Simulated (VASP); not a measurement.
# La2O3 in VASP: further runs

Aim: see how the results for La2O3 move with the level of theory and the settings. Levels: LDA, PBE. Tasks: single point, relaxation of cell and atoms.

All numbers are computed with VASP 6.6.1; they aren't measurements. Logs are shortened: lines on timing, memory, paths and dates and some standing lists are left out, and cuts for length are marked.

## Step 1: The cell of the first run

It takes space group P-3m1 (No. 164, trigonal). Conventional cell: a = 3.940 Å, b = 3.940 Å, c = 6.188 Å, α = 90.00°, β = 90.00°, γ = 120.00°. Within 3.1 Å of La (site symmetry 3m) lie 7 O at 2.37 to 2.74 Å. O (site symmetry 3m) has 4 La at 2.37 to 2.46 Å and 6 O at 2.90 to 3.16 Å within 3.2 Å. O (site symmetry -3m) has 6 La at 2.74 Å and 6 O at 3.16 Å within 3.6 Å.

## Step 2: Single point, LDA

File INCAR:

```
SYSTEM = La2O3
PREC = Accurate
ENCUT = 520
EDIFF = 1E-6
ISMEAR = 0
SIGMA = 0.02
LREAL = .FALSE.
LASPH = .TRUE.
NELM = 60
ALGO = Normal
ISIF = 2
LWAVE = .FALSE.
LCHARG = .TRUE.
GGA = CA
LELF = .TRUE.
LVHAR = .TRUE.
NBANDS = 28
```

File KPOINTS:

```
regular mesh
0
G
  6 6 4
  0 0 0
```

File POSCAR:

```
La2O3
1.0
    3.9404102638      0.0000000000      0.0000000000
   -1.9702051319      3.4124953898      0.0000000000
    0.0000000000      0.0000000000      6.1875162698
La O
2 3
Direct
    0.6666666667      0.3333333333      0.7526282407
    0.3333333333      0.6666666667      0.2473717593
    0.6666666667      0.3333333333      0.3546987147
    0.3333333333      0.6666666667      0.6453012853
    0.0000000000      0.0000000000      0.0000000000
```

Potentials or basis: VASP PAW LDA potentials, release 64 (La, O).

Started as:

```sh
$ cat potpaw_LDA.64/La/POTCAR potpaw_LDA.64/O/POTCAR > POTCAR
$ mpirun -np 1 vasp_std > vasp.out
```

OUTCAR:

```text
SYSTEM = La2O3
   PREC = Accurate
   ENCUT = 520
   EDIFF = 1E-6
   ISMEAR = 0
   LREAL = .FALSE.
   LASPH = .TRUE.
   NELM = 60
   ISIF = 2
   GGA = CA

 ion  position               nearest neighbor table
   1  0.667  0.333  0.753-   4 2.37   4 2.37   4 2.37   3 2.46   5 2.74   5 2.74   5 2.74
   2  0.333  0.667  0.247-   3 2.37   3 2.37   3 2.37   4 2.46   5 2.74   5 2.74   5 2.74
   3  0.667  0.333  0.355-   2 2.37   2 2.37   2 2.37   1 2.46
   4  0.333  0.667  0.645-   1 2.37   1 2.37   1 2.37   2 2.46
   5  0.000  0.000  0.000-   1 2.74   2 2.74   1 2.74   2 2.74   1 2.74   2 2.74

  LATTYP: Found a hexagonal cell.
 ALAT       =     3.9404102638
 C/A-ratio  =     1.5702720924

  Lattice vectors:

 A1 = (   3.9404102638,   0.0000000000,   0.0000000000)
 A2 = (  -1.9702051319,   3.4124953898,   0.0000000000)
 A3 = (   0.0000000000,   0.0000000000,   6.1875162698)

Analysis of symmetry for initial positions (statically):
=====================================================================
 Subroutine PRICEL returns:
 Original cell was already a primitive cell.

 Routine SETGRP: Setting up the symmetry group for a
 hexagonal supercell.

 Subroutine GETGRP returns: Found 12 space group operations
 (whereof 12 operations were pure point group operations)
 out of a pool of 24 trial point group operations.

The static configuration has the point symmetry D_3d.

Analysis of symmetry for dynamics (positions and initial velocities):
=====================================================================
 Subroutine PRICEL returns:
 Original cell was already a primitive cell.

 Routine SETGRP: Setting up the symmetry group for a
 hexagonal supercell.

 Subroutine GETGRP returns: Found 12 space group operations
 (whereof 12 operations were pure point group operations)
 out of a pool of 24 trial point group operations.

The dynamic configuration has the point symmetry D_3d.

 Subroutine INISYM returns: Found 12 space group operations
 (whereof 12 operations are pure point group operations),
 and found     1 'primitive' translations

----------------------------------------------------------------------------------------

                                     Primitive cell

  volume of cell :      83.2013

  direct lattice vectors                    reciprocal lattice vectors
     3.940410264  0.000000000  0.000000000     0.253780681  0.146520344  0.000000000
    -1.970205132  3.412495390  0.000000000     0.000000000  0.293040689  0.000000000
     0.000000000  0.000000000  6.187516270     0.000000000  0.000000000  0.161615737

  length of vectors
     3.940410264  3.940410264  6.187516270     0.293040689  0.293040689  0.161615737

  position of ions in fractional coordinates (direct lattice)
     0.666666667  0.333333333  0.752628241
     0.333333333  0.666666667  0.247371759
     0.666666667  0.333333333  0.354698715
     0.333333333  0.666666667  0.645301285
     0.000000000  0.000000000  0.000000000

  ion indices of the primitive-cell ions
   primitive index   ion index
                 1           1
                 2           2
                 3           3
                 4           4
                 5           5

----------------------------------------------------------------------------------------

 KPOINTS: regular mesh

Automatic generation of k-mesh.
 Grid dimensions read from file:
 generate k-points for:    6    6    4

 Generating k-lattice:

  Cartesian coordinates                     Fractional coordinates (reciprocal lattice)
     0.042296780  0.024420057  0.000000000     0.166666667 -0.000000000  0.000000000
     0.000000000  0.048840115  0.000000000     0.000000000  0.166666667  0.000000000
     0.000000000  0.000000000  0.040403934     0.000000000  0.000000000  0.250000000

  Length of vectors
     0.048840115  0.048840115  0.040403934

  Shift w.r.t. Gamma in fractional coordinates (k-lattice)
     0.000000000  0.000000000  0.000000000

 Subroutine IBZKPT returns following result:
 ===========================================

 Found     24 irreducible k-points:

 Following reciprocal coordinates:
            Coordinates               Weight
  0.000000  0.000000  0.000000      1.000000
  0.166667  0.000000  0.000000      6.000000
  0.333333  0.000000  0.000000      6.000000
  0.500000  0.000000  0.000000      3.000000
  0.166667  0.166667  0.000000      6.000000
  0.333333  0.166667  0.000000     12.000000
[... 16 lines left out ...]
  0.333333  0.166667  0.500000     12.000000
  0.333333  0.333333  0.500000      2.000000
   k-points           NKPTS =     24   k-points in BZ     NKDIM =     24   number of bands    NBANDS=     28
   number of dos      NEDOS =    301   number of ions     NIONS =      5
   total plane-waves  NPLWV =  43200
   dimension x,y,z NGX =    30 NGY =   30 NGZ =   48
   dimension x,y,z NGXF=    60 NGYF=   60 NGZF=   96
   ions per type =               2   3
   NGX,Y,Z   is equivalent  to a cutoff of  12.66, 12.66, 12.90 a.u.
   NGXF,Y,Z  is equivalent  to a cutoff of  25.31, 25.31, 25.79 a.u.
 SYSTEM =  La2O3
   PREC   = accura    normal or accurate (medium, high low for compatibility)
   ISTART =      0    job   : 0-new  1-cont  2-samecut
   ICHARG =      2    charge: 1-file 2-atom 10-const
   ISPIN  =      1    spin polarized calculation?
   LNONCOLLINEAR =      F non collinear calculations
   LSORBIT =      F    spin-orbit coupling
   LASPH  =      T    aspherical Exc in radial PAW
   ENCUT  =  520.0 eV  38.22 Ry    6.18 a.u.   7.33  7.33 11.50*2*pi/ulx,y,z
   NELM   =     60;   NELMIN=  2; NELMDL= -5     # of ELM steps
   EDIFF  = 0.1E-05   stopping-criterion for ELM
   LREAL  =      F    real-space projection
   EDIFFG = 0.1E-04   stopping-criterion for IOM
   NSW    =      0    number of steps for IOM
   IBRION =     -1    ionic relax: 0-MD 1-quasi-New 2-CG
   NFREE  =      0    steps in history (QN), initial steepest desc. (CG)
   ISIF   =      2    stress and relaxation
   ISYM   =      2    0-nonsym 1-usesym 2-fastsym
   POTIM  = 0.5000    time-step for ionic-motion
   TEBEG  =    0.0;   TEEND  =   0.0 temperature during run
   PSTRESS=    0.0 pullay stress
   NELECT =      40.0000    total number of electrons
   NUPDOWN=      -1.0000    fix difference up-down
   EMIN   =  10.00;   EMAX   =-10.00  energy-range for DOS
   EFERMI =   0.00;   METHOD = LEGACY
   ISMEAR =     0;   SIGMA  =   0.02  broadening in eV -4-tet -1-fermi 0-gaus
   EFERMI_NEDOS =   21; number of points for ismear=-14 and -15
   IALGO  =     38    algorithm
   IMIX   =      4    mixing-type and parameters
     AMIX     =   0.40;   BMIX     =  1.00
     AMIX_MAG =   1.60;   BMIX_MAG =  1.00
  volume/ion in A,a.u.               =      16.64       112.29
  Fermi-wavevector in a.u.,A,eV,Ry     =   1.282483  2.423541 22.378346  1.644762
  Thomas-Fermi vector in A             =   2.414792
   LORBIT       =      0    0 simple, 1 ext, 2 COOP (PROOUT), +10 PAW based schemes
   GGA     = CA    functional components
   LHFCALC =     F    Hartree Fock is set to
   AEXX    =    0.0000 exact exchange contribution
   IVDW    =     0    specifies the selected vdW correction
   LEPSILON=     F    determine dielectric tensor
   LRPA    =     F    only Hartree local field effects (RPA)
 non-spin polarized calculation
 Gauss-broadening in eV      SIGMA  =   0.02
  energy-cutoff  :      520.00
  volume of cell :       83.20
 maximum number of plane-waves:      2273
 NGX is ok and might be reduce to    30
   NGX = 15   NGY = 15   NGZ = 23

 number of electron      39.9999988 magnetization

 Free energy of the ion-electron system (eV)
  ---------------------------------------------------
  ext. energy  EPLUGINS =         0.00000000
  ---------------------------------------------------
  free energy    TOTEN  =       -45.76128535 eV

  energy without entropy =      -45.76128535  energy(sigma->0) =      -45.76128535

 E-fermi :   5.5783     XC(G=0): -10.8498

 val. band max:        5.4734394357   @ k =   0.5000   0.0000   0.5000
 cond. band min:       9.2012980021   @ k =   0.3333   0.3333   0.0000
 fundamental gap:      3.7278585664
 Fermi energy:         5.5783019129

 k-point     1 :       0.0000    0.0000    0.0000
  band No.  band energies     occupation
      1     -24.1740      2.00000
      2     -23.9479      2.00000
      3     -11.1487      2.00000
      4      -9.8192      2.00000
      5      -9.4005      2.00000
      6      -7.6816      2.00000
[... 20 lines left out ...]
     27      10.6630      0.00000
     28      10.8466      0.00000

 k-point     2 :       0.1667    0.0000    0.0000
  band No.  band energies     occupation
      1     -24.1294      2.00000
      2     -23.9292      2.00000
      3     -11.1569      2.00000
      4     -10.3224      2.00000
      5      -9.7318      2.00000
      6      -7.7841      2.00000
[... 20 lines left out ...]
     27      10.7876      0.00000
     28      10.8464      0.00000

 k-point     3 :       0.3333    0.0000    0.0000
  band No.  band energies     occupation
      1     -24.0302      2.00000
      2     -23.8991      2.00000
      3     -11.3479      2.00000
      4     -11.0811      2.00000
      5      -9.7668      2.00000
      6      -7.9636      2.00000
[... 20 lines left out ...]
     27      10.7275      0.00000
     28      10.7344      0.00000

 k-point     4 :       0.5000    0.0000    0.0000
  band No.  band energies     occupation
      1     -23.9681      2.00000
      2     -23.8952      2.00000
      3     -11.4605      2.00000
      4     -11.4388      2.00000
      5      -9.5276      2.00000
      6      -8.2819      2.00000
[... 578 lines left out ...]
     27      10.6887      0.00000
     28      10.7872      0.00000

 k-point    23 :       0.3333    0.1667    0.5000
  band No.  band energies     occupation
      1     -23.9378      2.00000
      2     -23.9252      2.00000
      3     -11.5766      2.00000
      4     -11.3735      2.00000
      5      -9.6556      2.00000
      6      -8.0869      2.00000
[... 20 lines left out ...]
     27      10.6891      0.00000
     28      10.7060      0.00000

 k-point    24 :       0.3333    0.3333    0.5000
  band No.  band energies     occupation
      1     -23.9146      2.00000
      2     -23.9146      2.00000
      3     -11.5230      2.00000
      4     -11.5230      2.00000
      5      -9.9264      2.00000
      6      -8.2917      2.00000
[... 20 lines left out ...]
     27      10.6698      0.00000
     28      10.7028      0.00000

------------------------ aborting loop because EDIFF is reached ----------------------------------------

  FORCE on cell =-STRESS in cart. coord.  units (eV):
  Direction    XX          YY          ZZ          XY          YZ          ZX
  --------------------------------------------------------------------------------------
  -------------------------------------------------------------------------------------
  Total       -4.2178142     -4.2178142     -4.0551167      0.0000000      0.0000000      0.0000000
  in kB      -81.2209683    -81.2209683    -78.0879579      0.0000000      0.0000000      0.0000000
  external PRESSURE =     -80.1766315 kB  Pullay stress =       0.0000000 kB

 VOLUME and BASIS-vectors are now :
 -----------------------------------------------------------------------------
  energy-cutoff  :      520.00
  volume of cell :       83.20
      direct lattice vectors                 reciprocal lattice vectors
     3.940410264  0.000000000  0.000000000     0.253780681  0.146520344  0.000000000
    -1.970205132  3.412495390  0.000000000     0.000000000  0.293040689  0.000000000
     0.000000000  0.000000000  6.187516270     0.000000000  0.000000000  0.161615737

 POSITION                                       TOTAL-FORCE (eV/Angst)
 -----------------------------------------------------------------------------------
      1.97021      1.13750      4.65690        -0.000000      0.000000     -0.180295
     -0.00000      2.27500      1.53062         0.000000     -0.000000      0.180295
      1.97021      1.13750      2.19470        -0.000000      0.000000      0.019114
     -0.00000      2.27500      3.99281         0.000000     -0.000000     -0.019114
      0.00000      0.00000      0.00000         0.000000      0.000000     -0.000000
 -----------------------------------------------------------------------------------
    total drift:                                0.000000      0.000000      0.000000

  FREE ENERGIE OF THE ION-ELECTRON SYSTEM (eV)
  ---------------------------------------------------
  free  energy   TOTEN  =       -45.7612853519 eV

  energy  without entropy=      -45.7612853519  energy(sigma->0) =      -45.76128535
```

It took 2.5 min on 1 thread of Intel Xeon 8259CL, shared host; peak memory 0.2 GiB.

What came out:

* Free energy: -45.7613 eV
* Pressure: -8.0 GPa
* Largest force: 0.180 eV/Å
* Band gap on the k mesh: 3.73 eV (least direct gap 3.81 eV)

Forces on the atoms (eV/Å):
```
La   0.000  0.000 -0.180
La   0.000  0.000  0.180
O    0.000  0.000  0.019
O    0.000  0.000 -0.019
O    0.000  0.000  0.000
```

Stress tensor (GPa, compression positive):
```
-8.12  0.00  0.00
 0.00 -8.12  0.00
 0.00  0.00 -7.81
```

Caveat: the cell stands under tension; spin-orbit coupling is left out, which moves the levels of the heavy elements.

(Continued in part 2 of 2.)
